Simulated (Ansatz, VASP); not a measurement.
**One calculation of BaTiO3, two programs**

```
CELL_PARAMETERS angstrom
2.81727 1.62655 2.30833
-2.81727 1.62655 2.30833
0.00000 -3.25311 2.30833
ATOMIC_POSITIONS crystal
Ba 0.99765 0.99765 0.99765
Ti 0.48662 0.48662 0.48662
O 0.50955 0.50955 0.01583
O 0.01583 0.50955 0.50955
O 0.50955 0.01583 0.50955
```

Alike in both runs: functional PBEsol; k mesh 9 × 9 × 9; occupations gaussian, width 0.02 eV; no spin polarisation.

Ansatz relaxed the structure, and its values are those at the end. VASP's run is a single point on that final structure, the one shown.

|  | VASP | Ansatz |
| --- | --- | --- |
| version | VASP 6.6.1 | Ansatz 0.2.0 |
| potentials or method | VASP PAW PBE potentials, release 64 (Ba_sv, Ti_sv, O), cutoff 520 eV | scalar-relativistic, plane waves, PAW |
| valence electrons in the cell | 40 | 40 |

Ansatz gave:

- gap on the k mesh at the Fermi level (eV): 2.35
- least direct gap on the mesh (eV): 2.63
- pressure (GPa): 0.0
- rms of the force components (eV/Å): 0.000

Problem. What did VASP give for the same quantities?

Solution. gap on the k mesh at the Fermi level (eV): 2.30; least direct gap on the mesh (eV): 2.61; pressure (GPa): 1.9; rms of the force components (eV/Å): 0.024.

VASP's potentials were made for PBE, not for PBEsol.

Neither program's run includes spin-orbit coupling.
